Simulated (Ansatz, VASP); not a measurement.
**BeS in VASP and in Ansatz**

```xyz
2
Lattice="2.9414 0.0000 0.0000 0.0000 2.9414 0.0000 0.0000 0.0000 2.9414" Properties=species:S:1:pos:R:3 pbc="T T T"
Be    0.0000    0.0000    0.0000
S     1.4707    1.4707    1.4707
```

Alike in both runs: task single point; functional PBE; k mesh 6 × 6 × 6; occupations gaussian, width 0.2 eV; no spin polarisation.

|  | VASP | Ansatz |
| --- | --- | --- |
| version | VASP 6.6.1 | Ansatz 0.2.0 |
| potentials or method | VASP PAW PBE potentials, release 64 (Be, S) | plane waves |
| plane-wave cutoff (eV) | 600 | 420 |
| valence electrons in the cell | 8 | 8 |

Ansatz gave:

```
pressure (GPa) : -1.9
```

**Question.** What did VASP give for the same quantities?

**Answer.** Pressure (GPa): -2.0.
